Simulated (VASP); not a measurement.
# AlN (Fm-3m) in VASP: further runs

AlN is run at these levels: PBE; tasks: single point, relaxation of cell and atoms.

Everything below comes from runs of VASP 6.6.1. Logs are shortened: lines on timing, memory, paths and dates and some standing lists are left out, and cuts for length are marked.

### Step 1. The cell of the first run

The structure is cubic, space group Fm-3m (No. 225). Conventional cell: a = 4.070 Å, b = 4.070 Å, c = 4.070 Å, α = 90.00°, β = 90.00°, γ = 90.00°. Al (site symmetry m-3m) has 6 N at 2.04 Å within 2.7 Å. Within 2.7 Å of N (site symmetry m-3m) lie 6 Al at 2.04 Å.

### Step 2. Single point, PBE

Contents of INCAR:

```
PREC = Accurate
ENCUT = 520
EDIFF = 1E-6
ISMEAR = 0
SIGMA = 0.02
LREAL = False
LASPH = True
NELM = 60
ALGO = Normal
ISIF = 2
LWAVE = False
LCHARG = True
GGA = PE
LELF = True
LVHAR = True
NBANDS = 11
```

Contents of KPOINTS:

```
regular mesh
0
Gamma
  10 10 10
```

Contents of POSCAR:

```
AlN
1.0
    0.0000000000      2.0351763363      2.0351763363
    2.0351763363      0.0000000000      2.0351763363
    2.0351763363      2.0351763363      0.0000000000
Al N
1 1
Direct
    0.0000000000      0.0000000000      0.0000000000
    0.5000000000      0.5000000000      0.5000000000
```

Potentials or basis: VASP PAW PBE potentials, release 64 (Al, N).

Launch:

```
> cat potpaw_PBE.64/Al/POTCAR potpaw_PBE.64/N/POTCAR > POTCAR
> mpirun -np 1 vasp_std > vasp.out
```

OUTCAR:

```text
PREC = Accurate
   ENCUT = 520
   EDIFF = 1E-6
   ISMEAR = 0
   LREAL = False
   LASPH = True
   NELM = 60
   ISIF = 2
   GGA = PE

 ion  position               nearest neighbor table
   1  0.000  0.000  0.000-   2 2.04   2 2.04   2 2.04   2 2.04   2 2.04   2 2.04
   2  0.500  0.500  0.500-   1 2.04   1 2.04   1 2.04   1 2.04   1 2.04   1 2.04

  LATTYP: Found a face centered cubic cell.
 ALAT       =     4.0703526726

  Lattice vectors:

 A1 = (   0.0000000000,   2.0351763363,   2.0351763363)
 A2 = (   2.0351763363,   0.0000000000,   2.0351763363)
 A3 = (   2.0351763363,   2.0351763363,   0.0000000000)

Analysis of symmetry for initial positions (statically):
=====================================================================
 Subroutine PRICEL returns:
 Original cell was already a primitive cell.

 Routine SETGRP: Setting up the symmetry group for a
 face centered cubic supercell.

 Subroutine GETGRP returns: Found 48 space group operations
 (whereof 48 operations were pure point group operations)
 out of a pool of 48 trial point group operations.

The static configuration has the point symmetry O_h .

Analysis of symmetry for dynamics (positions and initial velocities):
=====================================================================
 Subroutine PRICEL returns:
 Original cell was already a primitive cell.

 Routine SETGRP: Setting up the symmetry group for a
 face centered cubic supercell.

 Subroutine GETGRP returns: Found 48 space group operations
 (whereof 48 operations were pure point group operations)
 out of a pool of 48 trial point group operations.

The dynamic configuration has the point symmetry O_h .

 Subroutine INISYM returns: Found 48 space group operations
 (whereof 48 operations are pure point group operations),
 and found     1 'primitive' translations

----------------------------------------------------------------------------------------

                                     Primitive cell

  volume of cell :      16.8592

  direct lattice vectors                    reciprocal lattice vectors
     0.000000000  2.035176336  2.035176336    -0.245678957  0.245678957  0.245678957
     2.035176336  0.000000000  2.035176336     0.245678957 -0.245678957  0.245678957
     2.035176336  2.035176336  0.000000000     0.245678957  0.245678957 -0.245678957

  length of vectors
     2.878173977  2.878173977  2.878173977     0.425528436  0.425528436  0.425528436

  position of ions in fractional coordinates (direct lattice)
     0.000000000  0.000000000  0.000000000
     0.500000000  0.500000000  0.500000000

  ion indices of the primitive-cell ions
   primitive index   ion index
                 1           1
                 2           2

----------------------------------------------------------------------------------------

 KPOINTS: regular mesh

Automatic generation of k-mesh.
 Grid dimensions read from file:
 generate k-points for:   10   10   10

 Generating k-lattice:

  Cartesian coordinates                     Fractional coordinates (reciprocal lattice)
    -0.024567896  0.024567896  0.024567896     0.100000000  0.000000000  0.000000000
     0.024567896 -0.024567896  0.024567896     0.000000000  0.100000000  0.000000000
     0.024567896  0.024567896 -0.024567896     0.000000000  0.000000000  0.100000000

  Length of vectors
     0.042552844  0.042552844  0.042552844

  Shift w.r.t. Gamma in fractional coordinates (k-lattice)
     0.000000000  0.000000000  0.000000000

 Subroutine IBZKPT returns following result:
 ===========================================

 Found     47 irreducible k-points:

 Following reciprocal coordinates:
            Coordinates               Weight
  0.000000  0.000000  0.000000      1.000000
  0.100000  0.000000  0.000000      8.000000
  0.200000  0.000000  0.000000      8.000000
  0.300000  0.000000  0.000000      8.000000
  0.400000  0.000000  0.000000      8.000000
  0.500000  0.000000  0.000000      4.000000
[... 16 lines left out ...]
  0.300000  0.300000  0.000000      6.000000
  0.400000  0.300000  0.000000     24.000000
 [... further k-points ...]
   k-points           NKPTS =     47   k-points in BZ     NKDIM =     47   number of bands    NBANDS=     11
   number of dos      NEDOS =    301   number of ions     NIONS =      2
   total plane-waves  NPLWV =  13824
   dimension x,y,z NGX =    24 NGY =   24 NGZ =   24
   dimension x,y,z NGXF=    48 NGYF=   48 NGZF=   48
   ions per type =               1   1
   NGX,Y,Z   is equivalent  to a cutoff of  13.86, 13.86, 13.86 a.u.
   NGXF,Y,Z  is equivalent  to a cutoff of  27.73, 27.73, 27.73 a.u.
 SYSTEM =  unknown system
   PREC   = accura    normal or accurate (medium, high low for compatibility)
   ISTART =      0    job   : 0-new  1-cont  2-samecut
   ICHARG =      2    charge: 1-file 2-atom 10-const
   ISPIN  =      1    spin polarized calculation?
   LNONCOLLINEAR =      F non collinear calculations
   LSORBIT =      F    spin-orbit coupling
   LASPH  =      T    aspherical Exc in radial PAW
   ENCUT  =  520.0 eV  38.22 Ry    6.18 a.u.   5.35  5.35  5.35*2*pi/ulx,y,z
   NELM   =     60;   NELMIN=  2; NELMDL= -5     # of ELM steps
   EDIFF  = 0.1E-05   stopping-criterion for ELM
   LREAL  =      F    real-space projection
   EDIFFG = 0.1E-04   stopping-criterion for IOM
   NSW    =      0    number of steps for IOM
   IBRION =     -1    ionic relax: 0-MD 1-quasi-New 2-CG
   NFREE  =      0    steps in history (QN), initial steepest desc. (CG)
   ISIF   =      2    stress and relaxation
   ISYM   =      2    0-nonsym 1-usesym 2-fastsym
   POTIM  = 0.5000    time-step for ionic-motion
   TEBEG  =    0.0;   TEEND  =   0.0 temperature during run
   PSTRESS=    0.0 pullay stress
   NELECT =       8.0000    total number of electrons
   NUPDOWN=      -1.0000    fix difference up-down
   EMIN   =  10.00;   EMAX   =-10.00  energy-range for DOS
   EFERMI =   0.00;   METHOD = LEGACY
   ISMEAR =     0;   SIGMA  =   0.02  broadening in eV -4-tet -1-fermi 0-gaus
   EFERMI_NEDOS =   21; number of points for ismear=-14 and -15
   IALGO  =     38    algorithm
   IMIX   =      4    mixing-type and parameters
     AMIX     =   0.40;   BMIX     =  1.00
     AMIX_MAG =   1.60;   BMIX_MAG =  1.00
  volume/ion in A,a.u.               =       8.43        56.89
  Fermi-wavevector in a.u.,A,eV,Ry     =   1.276908  2.413005 22.184202  1.630493
  Thomas-Fermi vector in A             =   2.409537
   LORBIT       =      0    0 simple, 1 ext, 2 COOP (PROOUT), +10 PAW based schemes
   GGA     = PE    functional components
   LHFCALC =     F    Hartree Fock is set to
   AEXX    =    0.0000 exact exchange contribution
   IVDW    =     0    specifies the selected vdW correction
   LEPSILON=     F    determine dielectric tensor
   LRPA    =     F    only Hartree local field effects (RPA)
 non-spin polarized calculation
 Gauss-broadening in eV      SIGMA  =   0.02
  energy-cutoff  :      520.00
  volume of cell :       16.86
 maximum number of plane-waves:       469
 NGX is ok and might be reduce to    24
   NGX = 11   NGY = 11   NGZ = 11

 number of electron       8.0000000 magnetization

 Free energy of the ion-electron system (eV)
  ---------------------------------------------------
  ext. energy  EPLUGINS =         0.00000000
  ---------------------------------------------------
  free energy    TOTEN  =       -14.54590753 eV

  energy without entropy =      -14.54590753  energy(sigma->0) =      -14.54590753

 E-fermi :   9.8679     XC(G=0): -12.1919

 val. band max:        9.7054755697   @ k =   0.0000   0.0000   0.0000
 cond. band min:      14.1198940154   @ k =   0.5000   0.5000   0.0000
 fundamental gap:      4.4144184458
 Fermi energy:         9.8679451289

 k-point     1 :       0.0000    0.0000    0.0000
  band No.  band energies     occupation
      1      -7.6665      2.00000
      2       9.7055      2.00000
      3       9.7055      2.00000
      4       9.7055      2.00000
      5      15.0980      0.00000
      6      21.8078      0.00000
      7      21.8078      0.00000
      8      21.8078      0.00000
      9      26.8947      0.00000
     10      27.3478      0.00000
     11      27.3478      0.00000

 k-point     2 :       0.1000    0.0000    0.0000
  band No.  band energies     occupation
      1      -7.4653      2.00000
      2       8.6880      2.00000
      3       9.5877      2.00000
      4       9.5877      2.00000
      5      15.7393      0.00000
      6      20.9033      0.00000
      7      22.0953      0.00000
      8      22.0953      0.00000
      9      25.7166      0.00000
     10      25.7166      0.00000
     11      27.6884      0.00000

 k-point     3 :       0.2000    0.0000    0.0000
  band No.  band energies     occupation
      1      -6.8804      2.00000
      2       6.5694      2.00000
      3       9.3015      2.00000
      4       9.3015      2.00000
      5      16.4335      0.00000
      6      20.3526      0.00000
      7      22.2239      0.00000
      8      22.2239      0.00000
      9      25.1628      0.00000
     10      25.1628      0.00000
     11      26.9979      0.00000

 k-point     4 :       0.3000    0.0000    0.0000
  band No.  band energies     occupation
      1      -5.9855      2.00000
      2       4.2789      2.00000
      3       8.9839      2.00000
      4       8.9839      2.00000
      5      16.2271      0.00000
      6      21.2154      0.00000
      7      21.4572      0.00000
      8      21.4572      0.00000
      9      26.1916      0.00000
     10      26.6576      0.00000
     11      26.6576      0.00000
[... 239 lines left out ...]
 k-point    22 :      -0.2000    0.2000    0.0000
  band No.  band energies     occupation
      1      -5.6962      2.00000
      2       4.8002      2.00000
      3       6.8309      2.00000
      4       9.0493      2.00000
      5      18.1634      0.00000
      6      19.6281      0.00000
      7      20.3182      0.00000
      8      22.0468      0.00000
      9      24.6390      0.00000
     10      28.6286      0.00000
     11      29.9049      0.00000

 k-point    23 :       0.3000    0.3000    0.0000
  band No.  band energies     occupation
      1      -5.4585      2.00000
      2       4.9473      2.00000
      3       7.7230      2.00000
      4       7.7231      2.00000
      5      16.3716      0.00000
      6      16.4238      0.00000
      7      21.2342      0.00000
      8      25.1073      0.00000
      9      25.1073      0.00000
     10      30.0601      0.00000
     11      33.5217      0.00000

 k-point    24 :       0.4000    0.3000    0.0000
  band No.  band energies     occupation
      1      -4.7211      2.00000
      2       3.9378      2.00000
      3       6.9635      2.00000
      4       7.4705      2.00000
      5      15.7112      0.00000
      6      16.5754      0.00000
      7      21.6889      0.00000
      8      25.0625      0.00000
      9      25.8004      0.00000
     10      31.3175      0.00000
     11      34.2013      0.00000

 [... further k-points ...]
[... 5 lines left out ...]
  --------------------------------------------------------------------------------------
  -------------------------------------------------------------------------------------
  Total       -0.0248501     -0.0248501     -0.0248501      0.0000000      0.0000000     -0.0000000
  in kB       -2.3615779     -2.3615779     -2.3615779      0.0000000      0.0000000     -0.0000000
  external PRESSURE =      -2.3615779 kB  Pullay stress =       0.0000000 kB

 VOLUME and BASIS-vectors are now :
 -----------------------------------------------------------------------------
  energy-cutoff  :      520.00
  volume of cell :       16.86
      direct lattice vectors                 reciprocal lattice vectors
     0.000000000  2.035176336  2.035176336    -0.245678957  0.245678957  0.245678957
     2.035176336  0.000000000  2.035176336     0.245678957 -0.245678957  0.245678957
     2.035176336  2.035176336  0.000000000     0.245678957  0.245678957 -0.245678957

 POSITION                                       TOTAL-FORCE (eV/Angst)
 -----------------------------------------------------------------------------------
      0.00000      0.00000      0.00000        -0.000000     -0.000000     -0.000000
      2.03518      2.03518      2.03518         0.000000      0.000000      0.000000
 -----------------------------------------------------------------------------------
    total drift:                               -0.000000     -0.000000      0.000000

  FREE ENERGIE OF THE ION-ELECTRON SYSTEM (eV)
  ---------------------------------------------------
  free  energy   TOTEN  =       -14.5459075306 eV

  energy  without entropy=      -14.5459075306  energy(sigma->0) =      -14.54590753
```

Run time: 4.9 s. Hardware: 1 thread of Intel Xeon Platinum 8488C (Sapphire Rapids), shared host; peak memory 0.13 GiB.

What came out:

```yaml
Free_energy: -14.5459 eV
Pressure: -0.2 GPa
Band_gap_on_the_k_mesh: 4.41 eV, indirect (least direct gap 5.39 eV)
```

Levels at points of the mesh, in eV from the valence-band top:
| k point | band 2 | band 3 | band 4 | band 5 | band 6 | band 7 |
| --- | --- | --- | --- | --- | --- | --- |
| (0.00, 0.00, 0.00) | 0.00 | 0.00 | 0.00 | 5.39 | 12.10 | 12.10 |
| (0.50, 0.00, 0.00) | -8.18 | -1.04 | -1.04 | 6.01 | 10.84 | 10.84 |
| (0.50, 0.50, 0.00) | -7.25 | -2.75 | -2.75 | 4.41 | 5.34 | 13.81 |

A k mesh can miss the band edges.

(Continued in part 2 of 2.)
